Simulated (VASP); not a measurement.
# C in VASP: relaxation of cell and atoms with r2SCAN

Aim: the relaxation of cell and atoms of C with r2SCAN.

Everything below comes from runs of VASP 6.6.1. Logs are shortened: lines on timing, memory, paths and dates and some standing lists are left out, and cuts for length are marked.

**1. The cell of the first run**

The cell holds a slab with vacuum, 2 atoms: a = 2.456 Å, b = 2.456 Å, c = 8.524 Å, α = 90.00°, β = 90.00°, γ = 120.00°.

**2. Relaxation of cell and atoms, r2SCAN, target pressure 8 GPa, at which the enthalpy is minimised**

File POSCAR:

```
C
1.0
    2.4561701600      0.0000000000      0.0000000000
   -1.2280850800      2.1271057600      0.0000000000
    0.0000000000      0.0000000000      8.5238033600
C
2
Direct
    0.3333333300      0.6666666682      0.0000000000
    0.6666666700      0.3333333318      0.0000000000
```

File INCAR.step1:

```
SYSTEM = C
PREC     = Accurate       ! precision mode
ENCUT    = 600            ! plane-wave cutoff, eV
ISMEAR   = 1              ! smearing method
SIGMA    = 0.15           ! smearing width, eV
LREAL    = .FALSE.        ! projectors in reciprocal space
LASPH    = .TRUE.         ! aspherical terms in the spheres
NELM     = 60             ! most SCF steps
GGA      = PE             ! functional
ALGO     = Normal         ! electronic algorithm
EDIFF    = 1E-4           ! SCF threshold, eV
LWAVE    = .TRUE.         ! write WAVECAR
LCHARG   = .FALSE.        ! write CHGCAR
```

File INCAR.step2:

```
SYSTEM = C
PREC     = Accurate       ! precision mode
ENCUT    = 600            ! plane-wave cutoff, eV
EDIFF    = 1E-6           ! SCF threshold, eV
ISMEAR   = 1              ! smearing method
SIGMA    = 0.15           ! smearing width, eV
LREAL    = .FALSE.        ! projectors in reciprocal space
LASPH    = .TRUE.         ! aspherical terms in the spheres
NELM     = 60             ! most SCF steps
ALGO     = Normal         ! electronic algorithm
ISIF     = 3              ! what is computed and relaxed
LWAVE    = .FALSE.        ! write WAVECAR
LCHARG   = .FALSE.        ! write CHGCAR
METAGGA  = R2SCAN         ! meta-GGA
LMIXTAU  = .TRUE.       
IBRION   = 2              ! ionic algorithm
NSW      = 80             ! ionic steps
EDIFFG   = -0.005         ! ionic threshold
PSTRESS  = 80.0         
ISTART   = 1
```

File KPOINTS:

```
Automatic mesh
0
G
  15 15 4
  0 0 0
```

Potentials or basis: VASP PAW PBE potentials, release 64 (C).

Started as:

```sh
$ cat potpaw_PBE.64/C/POTCAR > POTCAR
$ cp INCAR.step1 INCAR
$ mpirun -np 1 vasp_std > vasp.out
$ cp INCAR.step2 INCAR
$ mpirun -np 1 vasp_std > vasp.out
```

OUTCAR:

```text
SYSTEM = C
   PREC = Accurate
   ENCUT = 600
   EDIFF = 1E-6
   ISMEAR = 1
   LREAL = .FALSE.
   LASPH = .TRUE.
   NELM = 60
   ISIF = 3
   METAGGA = R2SCAN
   IBRION = 2
   NSW = 80
   EDIFFG = -0.005
   PSTRESS = 80.0
   ISTART = 1

 ion  position               nearest neighbor table
   1  0.333  0.667  0.000-   2 1.42   2 1.42   2 1.42
   2  0.667  0.333  0.000-   1 1.42   1 1.42   1 1.42

  LATTYP: Found a hexagonal cell.
 ALAT       =     2.4561701600
 C/A-ratio  =     3.4703635354

  Lattice vectors:

 A1 = (   2.4561701600,   0.0000000000,   0.0000000000)
 A2 = (  -1.2280850800,   2.1271057600,   0.0000000000)
 A3 = (   0.0000000000,   0.0000000000,   8.5238033600)

Analysis of symmetry for initial positions (statically):
=====================================================================
 Subroutine PRICEL returns:
 Original cell was already a primitive cell.

 Routine SETGRP: Setting up the symmetry group for a
 hexagonal supercell.

 Subroutine GETGRP returns: Found 24 space group operations
 (whereof 24 operations were pure point group operations)
 out of a pool of 24 trial point group operations.

The static configuration has the point symmetry D_6h.

Analysis of symmetry for dynamics (positions and initial velocities):
=====================================================================
 Subroutine PRICEL returns:
 Original cell was already a primitive cell.

 Routine SETGRP: Setting up the symmetry group for a
 hexagonal supercell.

 Subroutine GETGRP returns: Found 24 space group operations
 (whereof 24 operations were pure point group operations)
 out of a pool of 24 trial point group operations.

The dynamic configuration has the point symmetry D_6h.

 Subroutine INISYM returns: Found 24 space group operations
 (whereof 24 operations are pure point group operations),
 and found     1 'primitive' translations

----------------------------------------------------------------------------------------

                                     Primitive cell

  volume of cell :      44.5329

  direct lattice vectors                    reciprocal lattice vectors
     2.456170160  0.000000000  0.000000000     0.407137916  0.235061185  0.000000000
    -1.228085080  2.127105760  0.000000000     0.000000000  0.470122369  0.000000000
     0.000000000  0.000000000  8.523803360     0.000000000  0.000000000  0.117318521

[... 78 lines left out ...]
   LNONCOLLINEAR =      F non collinear calculations
   LSORBIT =      F    spin-orbit coupling
   LASPH  =      T    aspherical Exc in radial PAW
   ENCUT  =  600.0 eV  44.10 Ry    6.64 a.u.   4.91  4.91 17.02*2*pi/ulx,y,z
   NELM   =     60;   NELMIN=  2; NELMDL=  0     # of ELM steps
   EDIFF  = 0.1E-05   stopping-criterion for ELM
   LREAL  =      F    real-space projection
   EDIFFG = -.5E-02   stopping-criterion for IOM
   NSW    =     80    number of steps for IOM
   IBRION =      2    ionic relax: 0-MD 1-quasi-New 2-CG
   NFREE  =      1    steps in history (QN), initial steepest desc. (CG)
   ISIF   =      3    stress and relaxation
   ISYM   =      2    0-nonsym 1-usesym 2-fastsym
   POTIM  = 0.5000    time-step for ionic-motion
   TEBEG  =    0.0;   TEEND  =   0.0 temperature during run
   PSTRESS=   80.0 pullay stress
   NELECT =       8.0000    total number of electrons
   NUPDOWN=      -1.0000    fix difference up-down
   EMIN   =  10.00;   EMAX   =-10.00  energy-range for DOS
   EFERMI =   0.00;   METHOD = LEGACY
   ISMEAR =     1;   SIGMA  =   0.15  broadening in eV -4-tet -1-fermi 0-gaus
   EFERMI_NEDOS =   21; number of points for ismear=-14 and -15
   IALGO  =     38    algorithm
   IMIX   =      4    mixing-type and parameters
     AMIX     =   0.40;   BMIX     =  1.00
     AMIX_MAG =   1.60;   BMIX_MAG =  1.00
  volume/ion in A,a.u.               =      22.27       150.26
  Fermi-wavevector in a.u.,A,eV,Ry     =   0.923729  1.745594 11.609511  0.853275
  Thomas-Fermi vector in A             =   2.049397
   LORBIT       =      0    0 simple, 1 ext, 2 COOP (PROOUT), +10 PAW based schemes
   METAGGA = R2SCAN    functional components
   LHFCALC =     F    Hartree Fock is set to
   AEXX    =    0.0000 exact exchange contribution
   IVDW    =     0    specifies the selected vdW correction
   LEPSILON=     F    determine dielectric tensor
   LRPA    =     F    only Hartree local field effects (RPA)
 conjugate gradient relaxation of ions
 non-spin polarized calculation
 Methfessel and Paxton  Order N= 1 SIGMA  =   0.15
  energy-cutoff  :      600.00
  volume of cell :       44.53
 maximum number of plane-waves:      1512
 NGX is ok and might be reduce to    20
   NGX =  9   NGY =  9   NGZ = 35

--------------------------------------- Ionic step        1  -------------------------------------------

 number of electron       7.9999999 magnetization

 Free energy of the ion-electron system (eV)
  ---------------------------------------------------
  ext. energy  EPLUGINS =         0.00000000
  ---------------------------------------------------
  free energy    TOTEN  =       -19.84613122 eV

  energy without entropy =      -19.84537897  energy(sigma->0) =      -19.84588047

------------------------ aborting loop because EDIFF is reached ----------------------------------------

  FORCE on cell =-STRESS in cart. coord.  units (eV):
  Direction    XX          YY          ZZ          XY          YZ          ZX
  --------------------------------------------------------------------------------------
  -------------------------------------------------------------------------------------
  Total        0.0381607      0.0381607     -0.0481887      0.0000000     -0.0000000      0.0000000
  in kB        1.3729218      1.3729218     -1.7337039      0.0000000     -0.0000000      0.0000000
  external PRESSURE =     -79.6626201 kB  Pullay stress =      80.0000000 kB
[... 634 lines left out ...]
 k-point    24 :       0.4000    0.2000    0.0000
  band No.  band energies     occupation
      1     -12.4548      2.00000
      2     -11.3660      2.00000
      3      -7.2235      2.00000
      4       0.7403      2.00000
      5       3.8266     -0.00000
      6      13.9647      0.00000
      7      14.0738      0.00000
      8      14.2840      0.00000

 [... further k-points ...]

[... ionic steps 4 to 15 ...]

--------------------------------------- Ionic step       16  -------------------------------------------

 number of electron       7.9999999 magnetization

------------------------ aborting loop because EDIFF is reached ----------------------------------------
[... 71 lines left out ...]
--------------------------------------- Ionic step       18  -------------------------------------------

 number of electron       7.9999999 magnetization

 Free energy of the ion-electron system (eV)
  ---------------------------------------------------
  ext. energy  EPLUGINS =         0.00000000
  ---------------------------------------------------
  free energy    TOTEN  =       -19.83669575 eV

  energy without entropy =      -19.83659434  energy(sigma->0) =      -19.83666195

 E-fermi :   5.1449     XC(G=0): -11.4356

 val. band max:        4.9526220305   @ k =   0.3333   0.2667   0.0000
 cond. band min:       5.1536749503   @ k =   0.3333   0.3333   0.2500
 fundamental gap:      0.2010529198
 Fermi energy:         5.1449070254
[... 297 lines left out ...]
  energy  without entropy=      -19.8365943379  energy(sigma->0) =      -19.83666195

  enthalpy is  TOTEN    =       -19.0037345392 eV   P V=        0.8329612151

 reached required accuracy - stopping structural energy minimisation
```

OUTCAR.step1:

```text
SYSTEM = C
   PREC = Accurate
   ENCUT = 600
   ISMEAR = 1
   LREAL = .FALSE.
[... 488 lines left out ...]
     -0.00000      1.41807      0.00000        -0.000000      0.000000      0.000000
      1.22809      0.70904      0.00000         0.000000     -0.000000      0.000000
 -----------------------------------------------------------------------------------
    total drift:                                0.000000     -0.000000     -0.000000

  FREE ENERGIE OF THE ION-ELECTRON SYSTEM (eV)
  ---------------------------------------------------
  free  energy   TOTEN  =       -18.4500779447 eV

  energy  without entropy=      -18.4493256923  energy(sigma->0) =      -18.44982719
```

Wall time 26 min (1 thread of Intel Xeon Platinum 8259CL at 2.50GHz (Skylake/Cascade Lake), shared host); peak memory 0.18 GiB.

Results:

```
Free energy                                                : -19.8367 eV
Relaxed volume                                             : 8.34 Å³/atom
Relaxed cell                                               : a = 2.440 Å, b = 2.440 Å, c = 3.235 Å, α = 90.00°, β = 90.00°, γ = 120.00°
Space group after relaxing (to 0.1 Å)                      : P6/mmm (No. 191)
Energy change on relaxing (the run minimises the enthalpy) : +4.7 meV/atom
Ionic steps                                                : 18
Band gap on the k mesh                                     : zero (bands 4 and 5 overlap by 1.74 eV)
```

The path:
```csv
step,energy change (eV),largest force (eV/Å),pressure (GPa),volume (Å³)
1,0.0000,0.0000,0.03,44.53
2,0.4473,0.0000,24.30,37.77
3,0.0635,0.0000,7.87,41.79
4,0.0485,0.0000,7.59,39.18
5,0.0137,0.0000,6.68,31.23
6,0.2153,0.0000,10.11,14.75
7,-0.0119,0.0000,5.38,24.01
8,-0.0367,0.0000,4.25,19.41
9,-0.0077,0.0000,4.89,17.09
10,0.0172,0.0000,5.49,16.58
11,0.1347,0.0000,32.50,15.85
12,0.0200,0.0000,8.44,16.49
13,0.0202,0.0000,8.58,16.48
14,0.0138,0.0000,8.29,16.60
15,0.0100,0.0000,8.13,16.67
16,0.0096,0.0000,8.09,16.68
17,0.0083,0.0000,7.29,16.71
18,0.0094,0.0000,7.98,16.68
```

Final structure:
```cif
data_structure
_symmetry_space_group_name_H-M 'P 1'
_symmetry_Int_Tables_number 1
_cell_length_a 2.4400
_cell_length_b 2.4400
_cell_length_c 3.2354
_cell_angle_alpha 90.000
_cell_angle_beta 90.000
_cell_angle_gamma 120.000
_cell_volume 16.68
loop_
_atom_site_label
_atom_site_type_symbol
_atom_site_fract_x
_atom_site_fract_y
_atom_site_fract_z
_atom_site_occupancy
C1 C 0.33333 0.66667 0.00000 1
C2 C 0.66667 0.33333 0.00000 1
```

Caveat: the cell is relaxed towards a set pressure, so the run minimises the enthalpy, not the energy; the volume moved by over 15 % at a fixed basis, so the end points are rough; there is no dipole correction, which matters where the two faces differ; the relaxation moved the vacuum too, so the length across it says nothing of the material; the PAW data sets were made with another functional, which shifts forces and pressure a little.

The gap in the log of VASP goes by the Fermi energy; the results here count the filled bands.